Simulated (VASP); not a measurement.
Crystal: Al3Ru.

```
Al Ru
1.0
     2.73790    0.00000    0.00000
    -1.36895    2.37109    0.00000
     0.00000    0.00000   10.48129
Al Ru
3 1
Direct
  0.00000 0.00000 0.23836
  0.00000 0.00000 0.76164
  0.00000 0.00000 0.50000
  0.00000 0.00000 0.00000
```

The cell was built from a structure type or drawn by symmetry, and may not be a known phase.

* Program: VASP 6.6.1
* Task: relaxation of cell and atoms
* Functional: PBE
* Potentials or basis: VASP PAW PBE potentials, release 64 (Al, Ru_pv)
* Cutoff: 600 eV
* k mesh: 18 × 18 × 6
* Occupations: gaussian, width 0.1 eV
* Spin: no spin polarisation

At the start: pressure 0.1 GPa; volume 17.01 Å³/atom.

Problem. How do energy, volume and symmetry change on relaxing?

Solution. Over 9 steps the energy falls by 3.3 meV/atom and the volume is 17.11 Å³/atom (+0.6 %); space group P6/mmm (No. 191, to 0.1 Å) before and after.

The path:
| step | energy change (eV) | largest force (eV/Å) | pressure (GPa) | volume (Å³) |
| --- | --- | --- | --- | --- |
| 1 | 0.0000 | 0.1049 | 0.08 | 68.04 |
| 2 | -0.0094 | 0.1106 | 0.08 | 68.12 |
| 3 | -0.0106 | 0.1168 | 0.12 | 68.16 |
| 4 | -0.0106 | 0.1172 | 0.11 | 68.16 |
| 5 | -0.0120 | 0.0829 | -0.01 | 68.30 |
| 6 | -0.0131 | 0.0159 | -0.25 | 68.57 |
| 7 | -0.0130 | 0.0223 | 0.35 | 68.23 |
| 8 | -0.0132 | 0.0002 | 0.02 | 68.43 |
| 9 | -0.0133 | 0.0015 | 0.03 | 68.44 |

Final structure:
```xyz
4
Lattice="2.7190 0.0000 0.0000 -1.3595 2.3547 0.0000 0.0000 0.0000 10.6893" Properties=species:S:1:pos:R:3 pbc="T T T"
Al    0.0000    0.0000    2.5174
Al    0.0000    0.0000    8.1719
Al    0.0000    0.0000    5.3446
Ru    0.0000    0.0000    0.0000
```
